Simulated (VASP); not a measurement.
# CoSn (P6/mmm) in VASP: a series of runs

Runs on CoSn. Level: PBE. Tasks: single point.

All numbers are computed with VASP 6.6.1; they aren't measurements. Logs are shortened: lines on timing, memory, paths and dates and some standing lists are left out, and cuts for length are marked.

### Step 1. The cell of the first run

Symmetry: P6/mmm, No. 191, hexagonal system. The conventional cell has a = 5.188 Å, b = 5.188 Å, c = 4.144 Å, α = 90.00°, β = 90.00°, γ = 120.00°. Within 3.4 Å of Co (site symmetry mmm) lie 6 Sn at 2.56 to 2.59 Å and 4 Co at 2.59 Å. Within 3.4 Å of Sn (site symmetry -6m2) lie 6 Co at 2.56 Å and 3 Sn at 3.00 Å. Within 3.4 Å of Sn (site symmetry 6/mmm) lie 6 Co at 2.59 Å.

### Step 2. Single point, PBE (16.10 Å³/atom)

File INCAR:

```
SYSTEM = CoSn
PREC     = Accurate       ! precision mode
ENCUT    = 520            ! plane-wave cutoff, eV
EDIFF    = 1E-6           ! SCF threshold, eV
ISMEAR   = 0              ! smearing method
SIGMA    = 0.1            ! smearing width, eV
LREAL    = .FALSE.        ! projectors in reciprocal space
LASPH    = .TRUE.         ! aspherical terms in the spheres
NELM     = 80             ! most SCF steps
ALGO     = Fast           ! electronic algorithm
ISIF     = 2              ! what is computed and relaxed
LWAVE    = .FALSE.        ! write WAVECAR
LCHARG   = .FALSE.        ! write CHGCAR
GGA      = PE             ! functional
NBANDS   = 44             ! bands
```

File KPOINTS:

```
regular mesh
0
G
  9 9 8
  0 0 0
```

File POSCAR:

```
CoSn
1.0
    5.1884862293      0.0000000000      0.0000000000
   -2.5942431146      4.4933608818      0.0000000000
    0.0000000000      0.0000000000      4.1438881657
Co Sn
3 3
Direct
    0.0000000000      0.5000000000      0.0000000000
    0.5000000000      0.5000000000      0.0000000000
    0.5000000000      0.0000000000      0.0000000000
    0.6666666667      0.3333333333      0.5000000000
    0.3333333333      0.6666666667      0.5000000000
    0.0000000000      0.0000000000      0.0000000000
```

Potentials or basis: VASP PAW PBE potentials, release 64 (Co, Sn_d).

Started as:

```console
$ cat potpaw_PBE.64/Co/POTCAR potpaw_PBE.64/Sn_d/POTCAR > POTCAR
$ mpirun -np 1 vasp_std > vasp.out
```

OUTCAR:

```text
SYSTEM = CoSn
   PREC = Accurate
   ENCUT = 520
   EDIFF = 1E-6
   ISMEAR = 0
   LREAL = .FALSE.
   LASPH = .TRUE.
   NELM = 80
   ISIF = 2
   GGA = PE

 ion  position               nearest neighbor table
   1  0.000  0.500  0.000-   4 2.56   5 2.56   4 2.56   5 2.56   2 2.59   2 2.59   6 2.59   6 2.59
                             3 2.59   3 2.59
   2  0.500  0.500  0.000-   4 2.56   5 2.56   4 2.56   5 2.56   1 2.59   1 2.59   3 2.59   3 2.59
                             6 2.59   6 2.59
   3  0.500  0.000  0.000-   4 2.56   5 2.56   4 2.56   5 2.56   6 2.59   6 2.59   2 2.59   2 2.59
                             1 2.59   1 2.59
   4  0.667  0.333  0.500-   1 2.56   1 2.56   3 2.56   3 2.56   2 2.56   2 2.56   5 3.00   5 3.00
                             5 3.00   6 3.64   6 3.64   6 3.64   6 3.64   6 3.64   6 3.64
   5  0.333  0.667  0.500-   1 2.56   1 2.56   3 2.56   3 2.56   2 2.56   2 2.56   4 3.00   4 3.00
                             4 3.00   6 3.64   6 3.64   6 3.64   6 3.64   6 3.64   6 3.64
   6  0.000  0.000  0.000-   3 2.59   3 2.59   1 2.59   1 2.59   2 2.59   2 2.59   5 3.64   4 3.64
                             5 3.64   4 3.64   4 3.64   5 3.64   5 3.64   4 3.64   5 3.64   5 3.64

  LATTYP: Found a hexagonal cell.
 ALAT       =     5.1884862293
 C/A-ratio  =     0.7986699747

  Lattice vectors:

 A1 = (   5.1884862293,   0.0000000000,   0.0000000000)
 A2 = (  -2.5942431146,   4.4933608818,   0.0000000000)
 A3 = (   0.0000000000,   0.0000000000,   4.1438881657)

Analysis of symmetry for initial positions (statically):
=====================================================================
 Subroutine PRICEL returns:
 Original cell was already a primitive cell.

 Routine SETGRP: Setting up the symmetry group for a
 hexagonal supercell.

 Subroutine GETGRP returns: Found 24 space group operations
 (whereof 24 operations were pure point group operations)
 out of a pool of 24 trial point group operations.

The static configuration has the point symmetry D_6h.

Analysis of symmetry for dynamics (positions and initial velocities):
=====================================================================
 Subroutine PRICEL returns:
 Original cell was already a primitive cell.

 Routine SETGRP: Setting up the symmetry group for a
 hexagonal supercell.

 Subroutine GETGRP returns: Found 24 space group operations
 (whereof 24 operations were pure point group operations)
 out of a pool of 24 trial point group operations.

The dynamic configuration has the point symmetry D_6h.

 Subroutine INISYM returns: Found 24 space group operations
 (whereof 24 operations are pure point group operations),
 and found     1 'primitive' translations

----------------------------------------------------------------------------------------

                                     Primitive cell

  volume of cell :      96.6095

  direct lattice vectors                    reciprocal lattice vectors
     5.188486229  0.000000000  0.000000000     0.192734442  0.111275282  0.000000000
    -2.594243115  4.493360882  0.000000000     0.000000000  0.222550564  0.000000000
     0.000000000  0.000000000  4.143888166     0.000000000  0.000000000  0.241319254

  length of vectors
     5.188486229  5.188486229  4.143888166     0.222550564  0.222550564  0.241319254

  position of ions in fractional coordinates (direct lattice)
     1.000000000  0.500000000  0.000000000
     0.500000000  0.500000000  0.000000000
     0.500000000  0.000000000  0.000000000
     0.666666667  0.333333333  0.500000000
     0.333333333  0.666666667  0.500000000
     0.000000000  0.000000000  0.000000000

  ion indices of the primitive-cell ions
   primitive index   ion index
                 1           1
                 2           2
                 3           3
                 4           4
                 5           5
                 6           6

----------------------------------------------------------------------------------------

 KPOINTS: regular mesh

Automatic generation of k-mesh.
 Grid dimensions read from file:
 generate k-points for:    9    9    8

 Generating k-lattice:

  Cartesian coordinates                     Fractional coordinates (reciprocal lattice)
     0.021414938  0.012363920  0.000000000     0.111111111 -0.000000000  0.000000000
     0.000000000  0.024727840  0.000000000     0.000000000  0.111111111  0.000000000
     0.000000000  0.000000000  0.030164907     0.000000000  0.000000000  0.125000000

  Length of vectors
     0.024727840  0.024727840  0.030164907

  Shift w.r.t. Gamma in fractional coordinates (k-lattice)
     0.000000000  0.000000000  0.000000000

 Subroutine IBZKPT returns following result:
 ===========================================

 Found     60 irreducible k-points:

 Following reciprocal coordinates:
            Coordinates               Weight
  0.000000  0.000000  0.000000      1.000000
  0.111111  0.000000  0.000000      6.000000
  0.222222  0.000000  0.000000      6.000000
  0.333333  0.000000  0.000000      6.000000
  0.444444  0.000000  0.000000      6.000000
  0.111111  0.111111  0.000000      6.000000
[... 16 lines left out ...]
  0.333333  0.222222  0.125000     24.000000
  0.333333  0.333333  0.125000      4.000000
 [... further k-points ...]
   k-points           NKPTS =     60   k-points in BZ     NKDIM =     60   number of bands    NBANDS=     44
   number of dos      NEDOS =    301   number of ions     NIONS =      6
   total plane-waves  NPLWV =  51200
   dimension x,y,z NGX =    40 NGY =   40 NGZ =   32
   dimension x,y,z NGXF=    80 NGYF=   80 NGZF=   64
   ions per type =               3   3
   NGX,Y,Z   is equivalent  to a cutoff of  12.82, 12.82, 12.84 a.u.
   NGXF,Y,Z  is equivalent  to a cutoff of  25.63, 25.63, 25.68 a.u.
 SYSTEM =  CoSn
   PREC   = accura    normal or accurate (medium, high low for compatibility)
   ISTART =      0    job   : 0-new  1-cont  2-samecut
   ICHARG =      2    charge: 1-file 2-atom 10-const
   ISPIN  =      1    spin polarized calculation?
   LNONCOLLINEAR =      F non collinear calculations
   LSORBIT =      F    spin-orbit coupling
   LASPH  =      T    aspherical Exc in radial PAW
   ENCUT  =  520.0 eV  38.22 Ry    6.18 a.u.   9.65  9.65  7.70*2*pi/ulx,y,z
   NELM   =     80;   NELMIN=  2; NELMDL= -5     # of ELM steps
   EDIFF  = 0.1E-05   stopping-criterion for ELM
   LREAL  =      F    real-space projection
   EDIFFG = 0.1E-04   stopping-criterion for IOM
   NSW    =      0    number of steps for IOM
   IBRION =     -1    ionic relax: 0-MD 1-quasi-New 2-CG
   NFREE  =      0    steps in history (QN), initial steepest desc. (CG)
   ISIF   =      2    stress and relaxation
   ISYM   =      2    0-nonsym 1-usesym 2-fastsym
   POTIM  = 0.5000    time-step for ionic-motion
   TEBEG  =    0.0;   TEEND  =   0.0 temperature during run
   PSTRESS=    0.0 pullay stress
   NELECT =      69.0000    total number of electrons
   NUPDOWN=      -1.0000    fix difference up-down
   EMIN   =  10.00;   EMAX   =-10.00  energy-range for DOS
   EFERMI =   0.00;   METHOD = LEGACY
   ISMEAR =     0;   SIGMA  =   0.10  broadening in eV -4-tet -1-fermi 0-gaus
   EFERMI_NEDOS =   21; number of points for ismear=-14 and -15
   IALGO  =     68    algorithm
   IMIX   =      4    mixing-type and parameters
     AMIX     =   0.40;   BMIX     =  1.00
     AMIX_MAG =   1.60;   BMIX_MAG =  1.00
  volume/ion in A,a.u.               =      16.10       108.66
  Fermi-wavevector in a.u.,A,eV,Ry     =   1.463360  2.765350 29.135824  2.141423
  Thomas-Fermi vector in A             =   2.579464
   LORBIT       =      0    0 simple, 1 ext, 2 COOP (PROOUT), +10 PAW based schemes
   GGA     = PE    functional components
   LHFCALC =     F    Hartree Fock is set to
   AEXX    =    0.0000 exact exchange contribution
   IVDW    =     0    specifies the selected vdW correction
   LEPSILON=     F    determine dielectric tensor
   LRPA    =     F    only Hartree local field effects (RPA)
 non-spin polarized calculation
 RMM-DIIS sequential band-by-band and
 Gauss-broadening in eV      SIGMA  =   0.10
  energy-cutoff  :      520.00
  volume of cell :       96.61
 maximum number of plane-waves:      2631
 NGX is ok and might be reduce to    40
   NGX = 19   NGY = 19   NGZ = 15

 number of electron      68.9999983 magnetization

 Free energy of the ion-electron system (eV)
  ---------------------------------------------------
  ext. energy  EPLUGINS =         0.00000000
  ---------------------------------------------------
  free energy    TOTEN  =       -33.09592401 eV

  energy without entropy =      -33.08438718  energy(sigma->0) =      -33.09015559

 E-fermi :  10.6084     XC(G=0): -12.0325

 val. band max:       10.6024462858   @ k =   0.3333   0.0000   0.1250
 cond. band min:      10.6715707861   @ k =   0.4444   0.1111   0.2500
 fundamental gap:      0.0691245002
 Fermi energy:        10.6084374933

 k-point     1 :       0.0000    0.0000    0.0000
  band No.  band energies     occupation
      1     -10.9085      2.00000
      2     -10.7932      2.00000
      3     -10.7932      2.00000
      4     -10.7907      2.00000
      5     -10.7907      2.00000
      6     -10.7055      2.00000
[... 36 lines left out ...]
     43      16.9503      0.00000
     44      17.4094      0.00000

 k-point     2 :       0.1111    0.0000    0.0000
  band No.  band energies     occupation
      1     -10.9072      2.00000
      2     -10.8053      2.00000
      3     -10.8004      2.00000
      4     -10.7928      2.00000
      5     -10.7913      2.00000
      6     -10.7145      2.00000
[... 36 lines left out ...]
     43      16.4189      0.00000
     44      16.7435      0.00000

 k-point     3 :       0.2222    0.0000    0.0000
  band No.  band energies     occupation
      1     -10.9038      2.00000
      2     -10.8294      2.00000
      3     -10.8188      2.00000
      4     -10.7978      2.00000
      5     -10.7908      2.00000
      6     -10.7226      2.00000
[... 976 lines left out ...]
     43      16.5818      0.00000
     44      17.1506      0.00000

 k-point    24 :       0.3333    0.3333    0.1250
  band No.  band energies     occupation
      1     -10.9083      2.00000
      2     -10.8873      2.00000
      3     -10.7906      2.00000
      4     -10.7906      2.00000
      5     -10.7763      2.00000
      6     -10.7763      2.00000
[... 36 lines left out ...]
     43      17.6141      0.00000
     44      17.6909      0.00000

 [... further k-points ...]
[... 5 lines left out ...]
  --------------------------------------------------------------------------------------
  -------------------------------------------------------------------------------------
  Total        5.4457215      5.4457215      5.4025702      0.0000000      0.0000000     -0.0000000
  in kB       90.3121152     90.3121152     89.5964921      0.0000000      0.0000000     -0.0000000
  external PRESSURE =      90.0735742 kB  Pullay stress =       0.0000000 kB

 VOLUME and BASIS-vectors are now :
 -----------------------------------------------------------------------------
  energy-cutoff  :      520.00
  volume of cell :       96.61
      direct lattice vectors                 reciprocal lattice vectors
     5.188486229  0.000000000  0.000000000     0.192734442  0.111275282  0.000000000
    -2.594243115  4.493360882  0.000000000     0.000000000  0.222550564  0.000000000
     0.000000000  0.000000000  4.143888166     0.000000000  0.000000000  0.241319254

 POSITION                                       TOTAL-FORCE (eV/Angst)
 -----------------------------------------------------------------------------------
     -1.29712      2.24668      0.00000        -0.000000      0.000000      0.000000
      1.29712      2.24668      0.00000        -0.000000      0.000000      0.000000
      2.59424      0.00000      0.00000        -0.000000      0.000000      0.000000
      2.59424      1.49779      2.07194        -0.000000      0.000000      0.000000
     -0.00000      2.99557      2.07194         0.000000      0.000000      0.000000
      0.00000      0.00000      0.00000        -0.000000      0.000000      0.000000
 -----------------------------------------------------------------------------------
    total drift:                               -0.000000      0.000000     -0.000000

  FREE ENERGIE OF THE ION-ELECTRON SYSTEM (eV)
  ---------------------------------------------------
  free  energy   TOTEN  =       -33.0959240098 eV

  energy  without entropy=      -33.0843871785  energy(sigma->0) =      -33.09015559
```

Run time: 2.5 min. Hardware: 1 thread of Intel Xeon 6975P-C (Granite Rapids), shared host; peak memory 0.35 GiB.

Results:

* Free energy: -33.0959 eV
* Pressure: 9.0 GPa
* Band gap on the k mesh: zero (an odd number of electrons rules out a gap without spin polarisation)

Caveat: the cell stands under pressure; spin-orbit coupling is left out, which moves the levels of the heavy elements; the run has no spin polarisation, though such a crystal can be magnetic. Spin polarisation is off, so any magnetic state and its effect on volume and gap are missing.

### Step 3. Single point, PBE (16.62 Å³/atom)

This run uses another cell than the first one, of 16.62 Å³/atom.

File INCAR:

```
SYSTEM = CoSn
ALGO     = Fast           ! electronic algorithm
EDIFF    = 1E-6           ! SCF threshold, eV
ENCUT    = 520            ! plane-wave cutoff, eV
GGA      = PE             ! functional
ISIF     = 2              ! what is computed and relaxed
ISMEAR   = 0              ! smearing method
LASPH    = .TRUE.         ! aspherical terms in the spheres
LCHARG   = .FALSE.        ! write CHGCAR
LREAL    = .FALSE.        ! projectors in reciprocal space
LWAVE    = .FALSE.        ! write WAVECAR
NBANDS   = 44             ! bands
NELM     = 80             ! most SCF steps
PREC     = Accurate       ! precision mode
SIGMA    = 0.1            ! smearing width, eV
```

File KPOINTS:

```
k-points
0
G
  9 9 8
  0 0 0
```

Edit POSCAR of step 2 so:

```diff
@@ -2,5 +2,5 @@
 1.0
-    5.1884862293      0.0000000000      0.0000000000
-   -2.5942431146      4.4933608818      0.0000000000
-    0.0000000000      0.0000000000      4.1438881657
+    5.2431058877      0.0000000000      0.0000000000
+   -2.6215529438      4.5406628935      0.0000000000
+    0.0000000000      0.0000000000      4.1875112468
 Co Sn
```

Potentials or basis: VASP PAW PBE potentials, release 64 (Co, Sn_d).

Started as:

```console
$ cat potpaw_PBE.64/Co/POTCAR potpaw_PBE.64/Sn_d/POTCAR > POTCAR
$ mpirun -np 1 vasp_std > vasp.out
```

Wall time 2.9 min (1 thread of Intel Xeon 6975P-C (Granite Rapids), shared host); peak memory 0.35 GiB.

It converged, with:

| Quantity | Value |
| --- | --- |
| Free energy | -33.2219 eV |
| Pressure | 4.0 GPa |
| Band gap on the k mesh | zero (an odd number of electrons rules out a gap without spin polarisation) |

Levels at points of the mesh, in eV from the Fermi level:
```csv
k point,band 32,band 33,band 34,band 35,band 36,band 37
"(0.00, 0.00, 0.00)",-0.43,-0.40,-0.40,0.55,0.67,1.42
"(0.00, 0.00, 0.50)",-0.50,-0.48,-0.48,-0.39,-0.39,-0.13
```

Caveat: the cell stands under pressure; spin-orbit coupling is left out, which moves the levels of the heavy elements; the run has no spin polarisation, though such a crystal can be magnetic.

(Continued in part 2 of 2.)
